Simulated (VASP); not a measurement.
KF: single point with PBEsol

Crystal: KF.

```
K F
1.0
     0.00000    2.10681    2.10681
     2.10681    0.00000    2.10681
     2.10681    2.10681    0.00000
K F
1 1
Direct
  0.00000 0.00000 0.00000
  0.50000 0.50000 0.50000
```

| Item | Value |
| --- | --- |
| Program | VASP 6.6.1 |
| Task | single point |
| Functional | PBEsol |
| Potentials or basis | VASP PAW PBE potentials, release 64 (K_sv, F) |
| Cutoff | 520 eV |
| k mesh | 9 × 9 × 9 |
| Occupations | fermi-dirac, width 0.03 eV |
| Spin | no spin polarisation |

- Pressure: 133.5 GPa
- Band gap on the k mesh: 5.75 eV (least direct gap 5.92 eV)

Levels at points of the mesh, in eV from the valence-band top:
```
           k point  band 5  band 6  band 7  band 8  band 9  band 10  band 11  band 12
(0.00, 0.00, 0.00)   -8.92   -1.40   -1.40   -1.40   10.14    10.14    10.14    10.21
```

Run time: 18 s on 1 thread of Intel Xeon 8259CL (shared host), peak memory 0.14 GiB.

Caveat: the cell stands under pressure; the PAW data sets were made with another functional, which shifts forces and pressure a little; an odd mesh through Γ misses points on the zone boundary, where band edges can lie.
